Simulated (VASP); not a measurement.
# SnSe5 (F-43m) in VASP: a series of runs, part 2 of 2

VASP 6.6.1. Earlier steps stand in the parts before.

### Step 3. Single point, PBE

This run uses another cell than the first one, of 22.90 Å³/atom.

Contents of INCAR:

```
ALGO     = Normal         # electronic algorithm
EDIFF    = 1E-6           # SCF threshold, eV
ENCUT    = 520            # plane-wave cutoff, eV
GGA      = PE             # functional
ISIF     = 2              # what is computed and relaxed
ISMEAR   = 0              # smearing method
LASPH    = True           # aspherical terms in the spheres
LCHARG   = False          # write CHGCAR
LREAL    = False          # projectors in reciprocal space
LWAVE    = False          # write WAVECAR
NBANDS   = 31             # bands
NELM     = 80             # most SCF steps
PREC     = Accurate       # precision mode
SIGMA    = 0.1            # smearing width, eV
```

Contents of KPOINTS:

```
k-points
0
Gamma
  8 8 8
```

Contents of POSCAR:

```
SnSe5
1.0
    0.0000000000      4.0958007317      4.0958007317
    4.0958007317      0.0000000000      4.0958007317
    4.0958007317      4.0958007317      0.0000000000
Sn Se
1 5
Direct
    0.0000000000      0.0000000000      0.0000000000
    0.6225831204      0.6225831204      0.6225831204
    0.1322506389      0.6225831204      0.6225831204
    0.6225831204      0.6225831204      0.1322506389
    0.6225831204      0.1322506389      0.6225831204
    0.2500000000      0.2500000000      0.2500000000
```

Potentials or basis: VASP PAW PBE potentials, release 64 (Sn_d, Se).

Started as:

```
cat potpaw_PBE.64/Sn_d/POTCAR potpaw_PBE.64/Se/POTCAR > POTCAR
mpirun -np 1 vasp_std > vasp.out
```

OUTCAR:

```text
EDIFF = 1E-6
   ENCUT = 520
   GGA = PE
   ISIF = 2
   ISMEAR = 0
   LASPH = True
   LREAL = False
   NELM = 80
   PREC = Accurate

 ion  position               nearest neighbor table
   1  0.000  0.000  0.000-
   2  0.623  0.623  0.623-
   3  0.132  0.623  0.623-
   4  0.623  0.623  0.132-
   5  0.623  0.132  0.623-
   6  0.250  0.250  0.250-

  LATTYP: Found a face centered cubic cell.
 ALAT       =     8.1916014634

  Lattice vectors:

 A1 = (   0.0000000000,   4.0958007317,   4.0958007317)
 A2 = (   4.0958007317,   0.0000000000,   4.0958007317)
 A3 = (   4.0958007317,   4.0958007317,   0.0000000000)

Analysis of symmetry for initial positions (statically):
=====================================================================
 Subroutine PRICEL returns:
 Original cell was already a primitive cell.

 Routine SETGRP: Setting up the symmetry group for a
 face centered cubic supercell.

 Subroutine GETGRP returns: Found 24 space group operations
 (whereof 24 operations were pure point group operations)
 out of a pool of 48 trial point group operations.

The static configuration has the point symmetry T_d .

Analysis of symmetry for dynamics (positions and initial velocities):
=====================================================================
 Subroutine PRICEL returns:
 Original cell was already a primitive cell.

 Routine SETGRP: Setting up the symmetry group for a
 face centered cubic supercell.

 Subroutine GETGRP returns: Found 24 space group operations
 (whereof 24 operations were pure point group operations)
 out of a pool of 48 trial point group operations.

The dynamic configuration has the point symmetry T_d .

 Subroutine INISYM returns: Found 24 space group operations
 (whereof 24 operations are pure point group operations),
 and found     1 'primitive' translations

----------------------------------------------------------------------------------------

                                     Primitive cell

  volume of cell :     137.4189

  direct lattice vectors                    reciprocal lattice vectors
     0.000000000  4.095800732  4.095800732    -0.122076251  0.122076251  0.122076251
     4.095800732  0.000000000  4.095800732     0.122076251 -0.122076251  0.122076251
     4.095800732  4.095800732  0.000000000     0.122076251  0.122076251 -0.122076251

  length of vectors
     5.792336944  5.792336944  5.792336944     0.211442270  0.211442270  0.211442270

  position of ions in fractional coordinates (direct lattice)
     0.000000000  0.000000000  0.000000000
     0.622583120  0.622583120  0.622583120
     0.132250639  0.622583120  0.622583120
     0.622583120  0.622583120  0.132250639
     0.622583120  0.132250639  0.622583120
     0.250000000  0.250000000  0.250000000

  ion indices of the primitive-cell ions
   primitive index   ion index
                 1           1
                 2           2
                 3           3
                 4           4
                 5           5
                 6           6

----------------------------------------------------------------------------------------
[... 26 lines left out ...]
            Coordinates               Weight
  0.000000  0.000000  0.000000      1.000000
  0.125000  0.000000  0.000000      8.000000
  0.250000  0.000000  0.000000      8.000000
  0.375000  0.000000  0.000000      8.000000
  0.500000  0.000000  0.000000      4.000000
  0.125000  0.125000  0.000000      6.000000
[... 16 lines left out ...]
  0.500000  0.250000  0.125000     48.000000
 -0.375000  0.250000  0.125000     24.000000
 [... further k-points ...]
   k-points           NKPTS =     29   k-points in BZ     NKDIM =     29   number of bands    NBANDS=     31
   number of dos      NEDOS =    301   number of ions     NIONS =      6
   total plane-waves  NPLWV = 110592
   dimension x,y,z NGX =    48 NGY =   48 NGZ =   48
   dimension x,y,z NGXF=    96 NGYF=   96 NGZF=   96
   ions per type =               1   5
   NGX,Y,Z   is equivalent  to a cutoff of  13.78, 13.78, 13.78 a.u.
   NGXF,Y,Z  is equivalent  to a cutoff of  27.55, 27.55, 27.55 a.u.
 SYSTEM =  unknown system
   PREC   = accura    normal or accurate (medium, high low for compatibility)
   ISTART =      0    job   : 0-new  1-cont  2-samecut
   ICHARG =      2    charge: 1-file 2-atom 10-const
   ISPIN  =      1    spin polarized calculation?
   LNONCOLLINEAR =      F non collinear calculations
   LSORBIT =      F    spin-orbit coupling
   LASPH  =      T    aspherical Exc in radial PAW
   ENCUT  =  520.0 eV  38.22 Ry    6.18 a.u.  10.77 10.77 10.77*2*pi/ulx,y,z
   NELM   =     80;   NELMIN=  2; NELMDL= -5     # of ELM steps
   EDIFF  = 0.1E-05   stopping-criterion for ELM
   LREAL  =      F    real-space projection
   EDIFFG = 0.1E-04   stopping-criterion for IOM
   NSW    =      0    number of steps for IOM
   IBRION =     -1    ionic relax: 0-MD 1-quasi-New 2-CG
   NFREE  =      0    steps in history (QN), initial steepest desc. (CG)
   ISIF   =      2    stress and relaxation
   ISYM   =      2    0-nonsym 1-usesym 2-fastsym
   POTIM  = 0.5000    time-step for ionic-motion
   TEBEG  =    0.0;   TEEND  =   0.0 temperature during run
   PSTRESS=    0.0 pullay stress
   NELECT =      44.0000    total number of electrons
   NUPDOWN=      -1.0000    fix difference up-down
   EMIN   =  10.00;   EMAX   =-10.00  energy-range for DOS
   EFERMI =   0.00;   METHOD = LEGACY
   ISMEAR =     0;   SIGMA  =   0.10  broadening in eV -4-tet -1-fermi 0-gaus
   EFERMI_NEDOS =   21; number of points for ismear=-14 and -15
   IALGO  =     38    algorithm
   IMIX   =      4    mixing-type and parameters
     AMIX     =   0.40;   BMIX     =  1.00
     AMIX_MAG =   1.60;   BMIX_MAG =  1.00
  volume/ion in A,a.u.               =      22.90       154.56
  Fermi-wavevector in a.u.,A,eV,Ry     =   1.119980  2.116455 17.066536  1.254355
  Thomas-Fermi vector in A             =   2.256623
   LORBIT       =      0    0 simple, 1 ext, 2 COOP (PROOUT), +10 PAW based schemes
   GGA     = PE    functional components
   LHFCALC =     F    Hartree Fock is set to
   AEXX    =    0.0000 exact exchange contribution
   IVDW    =     0    specifies the selected vdW correction
   LEPSILON=     F    determine dielectric tensor
   LRPA    =     F    only Hartree local field effects (RPA)
 non-spin polarized calculation
 Gauss-broadening in eV      SIGMA  =   0.10
  energy-cutoff  :      520.00
  volume of cell :      137.42
 maximum number of plane-waves:      3722
 NGX is ok and might be reduce to    48
   NGX = 21   NGY = 21   NGZ = 21

 number of electron      44.0000005 magnetization

 Free energy of the ion-electron system (eV)
  ---------------------------------------------------
  ext. energy  EPLUGINS =         0.00000000
  ---------------------------------------------------
  free energy    TOTEN  =       -18.33362481 eV

  energy without entropy =      -18.28679704  energy(sigma->0) =      -18.31021092

 E-fermi :   5.3296     XC(G=0): -10.2012

 val. band max:        5.3253171332   @ k =   0.3750   0.2500   0.1250
 cond. band min:       5.3421495874   @ k =   0.5000   0.3750   0.0000
 fundamental gap:      0.0168324542
 Fermi energy:         5.3296392321

 k-point     1 :       0.0000    0.0000    0.0000
  band No.  band energies     occupation
      1     -16.5988      2.00000
      2     -16.5988      2.00000
      3     -16.5964      2.00000
      4     -16.5964      2.00000
      5     -16.5964      2.00000
      6     -10.3762      2.00000
[... 805 lines left out ...]
     30      11.8647      0.00000
     31      12.6194      0.00000

 [... further k-points ...]

------------------------ aborting loop because EDIFF is reached ----------------------------------------

  FORCE on cell =-STRESS in cart. coord.  units (eV):
  Direction    XX          YY          ZZ          XY          YZ          ZX
  --------------------------------------------------------------------------------------
  -------------------------------------------------------------------------------------
  Total        0.0387493      0.0387493      0.0387493      0.0000000      0.0000000      0.0000000
  in kB        0.4517812      0.4517812      0.4517812      0.0000000      0.0000000      0.0000000
  external PRESSURE =       0.4517812 kB  Pullay stress =       0.0000000 kB

 VOLUME and BASIS-vectors are now :
 -----------------------------------------------------------------------------
  energy-cutoff  :      520.00
  volume of cell :      137.42
      direct lattice vectors                 reciprocal lattice vectors
     0.000000000  4.095800732  4.095800732    -0.122076251  0.122076251  0.122076251
     4.095800732  0.000000000  4.095800732     0.122076251 -0.122076251  0.122076251
     4.095800732  4.095800732  0.000000000     0.122076251  0.122076251 -0.122076251

 POSITION                                       TOTAL-FORCE (eV/Angst)
 -----------------------------------------------------------------------------------
      0.00000      0.00000      0.00000        -0.000000     -0.000000     -0.000000
      5.09995      5.09995      5.09995         0.007598      0.007598      0.007598
      5.09995      3.09165      3.09165         0.007598     -0.007598     -0.007598
      3.09165      3.09165      5.09995        -0.007598     -0.007598      0.007598
      3.09165      5.09995      3.09165        -0.007598      0.007598     -0.007598
      2.04790      2.04790      2.04790        -0.000000     -0.000000     -0.000000
 -----------------------------------------------------------------------------------
    total drift:                               -0.000000     -0.000000     -0.000000

  FREE ENERGIE OF THE ION-ELECTRON SYSTEM (eV)
  ---------------------------------------------------
  free  energy   TOTEN  =       -18.3336248117 eV

  energy  without entropy=      -18.2867970357  energy(sigma->0) =      -18.31021092
```

Wall time 93 s (1 thread of AMD EPYC 9R45 (Zen 5), shared host); peak memory 0.33 GiB.

What came out:

| Item | Value |
| --- | --- |
| Free energy | -18.3336 eV |
| Pressure | 0.0 GPa |
| Largest force | 0.013 eV/Å |
| Band gap on the k mesh | zero (bands 22 and 23 overlap by 1.59 eV) |

Forces on the atoms (eV/Å):
```
Sn   0.000  0.000  0.000
Se   0.008  0.008  0.008
Se   0.008 -0.008 -0.008
Se  -0.008 -0.008  0.008
Se  -0.008  0.008 -0.008
Se   0.000  0.000  0.000
```

Caveat: spin-orbit coupling is left out, which moves the levels of the heavy elements.

### Step 4. Relaxation of cell and atoms, PBE

Contents of INCAR:

```
PREC = Accurate
ENCUT = 600
EDIFF = 1E-6
ISMEAR = 0
SIGMA = 0.1
LREAL = F
LASPH = T
NELM = 80
ALGO = Normal
ISIF = 3
LWAVE = F
LCHARG = F
GGA = PE
IBRION = 2
NSW = 100
EDIFFG = -0.01
```

Contents of KPOINTS:

```
regular mesh
0
Gamma
  8 8 8
```

Contents of POSCAR:

```
SnSe5
1.0
    0.0000000000      4.1202938405      4.1202938405
    4.1202938405      0.0000000000      4.1202938405
    4.1202938405      4.1202938405      0.0000000000
Sn Se
1 5
Direct
    0.0000000000      0.0000000000      0.0000000000
    0.6209626751      0.6209626751      0.6209626751
    0.1371119746      0.6209626751      0.6209626751
    0.6209626751      0.6209626751      0.1371119746
    0.6209626751      0.1371119746      0.6209626751
    0.2500000000      0.2500000000      0.2500000000
```

Started as:

```
cat potpaw_PBE.64/Sn_d/POTCAR potpaw_PBE.64/Se/POTCAR > POTCAR
mpirun -np 1 vasp_std > vasp.out
```

Wall time 4.9 min (1 thread of AMD EPYC 9R45 (Zen 5), shared host); peak memory 0.38 GiB.

The run converged. Its results:

- Free energy: -18.3340 eV
- Relaxed volume: 22.90 Å³/atom
- Relaxed cell: a = 5.792 Å, b = 5.792 Å, c = 5.792 Å, α = 60.00°, β = 60.00°, γ = 60.00°
- Space group after relaxing (to 0.1 Å): F-43m (No. 216)
- Energy gained by relaxing: 2.0 meV/atom
- Ionic steps: 5
- Pressure after relaxing: 0.1 GPa
- Band gap on the k mesh: zero (bands 22 and 23 overlap by 1.59 eV)

The path:
```
step  energy change (eV)  largest force (eV/Å)  pressure (GPa)  volume (Å³)
   1              0.0000                0.1121           -0.80       139.90
   2             -0.0077                0.1097            0.09       137.54
   3             -0.0077                0.1092            0.17       137.37
   4             -0.0101                0.0715            0.12       137.38
   5             -0.0119                0.0013            0.05       137.39
```

Final structure:
```yaml
crystal:
  lattice:
    - [0.00000, 4.09553, 4.09553]
    - [4.09553, 0.00000, 4.09553]
    - [4.09553, 4.09553, 0.00000]
  atoms:
    - { symbol: Sn, position: [0.00000, 0.00000, 0.00000] }
    - { symbol: Se, position: [0.62278, 0.62278, 0.62278] }
    - { symbol: Se, position: [0.13165, 0.62278, 0.62278] }
    - { symbol: Se, position: [0.62278, 0.62278, 0.13165] }
    - { symbol: Se, position: [0.62278, 0.13165, 0.62278] }
    - { symbol: Se, position: [0.25000, 0.25000, 0.25000] }
```

Levels at points of the mesh, in eV from the Fermi level:
```csv
k point,band 19,band 20,band 21,band 22,band 23,band 24,band 25,band 26
"(0.00, 0.00, 0.00)",-1.94,-1.94,1.25,1.25,1.25,1.46,1.46,1.46
"(0.50, 0.00, 0.00)",-2.24,-1.74,-1.03,0.10,0.10,1.31,2.00,2.24
"(0.50, 0.50, 0.00)",-1.99,-1.74,-1.69,-0.59,-0.02,-0.02,1.68,1.99
```

Caveat: spin-orbit coupling is left out, which moves the levels of the heavy elements.

### Step 5. Overview

```csv
task,cell,k mesh,cutoff (eV),gap on the mesh (eV),pressure (GPa),largest force (eV/Å)
single point,"a = 5.827 Å, angles 60.0°, 6 atoms, atomic positions A",4 × 4 × 4,520,none,-0.1,0.05
single point,"a = 5.792 Å, angles 60.0°, 6 atoms, atomic positions B",8 × 8 × 8,520,none,0.0,0.01
relaxation of cell and atoms,"relaxed from a = 5.827 Å, angles 60.0°, 6 atoms, atomic positions A",8 × 8 × 8,600,none,0.1,-
```

Alike in all rows: level PBE; potentials or basis VASP PAW PBE potentials, release 64 (Sn_d, Se); no spin polarisation; smearing gaussian 0.1 eV.

Caveats: spin-orbit coupling is left out, which moves the levels of the heavy elements.

Total energies depend on the potentials used, so only differences within one code and one set of settings carry meaning.
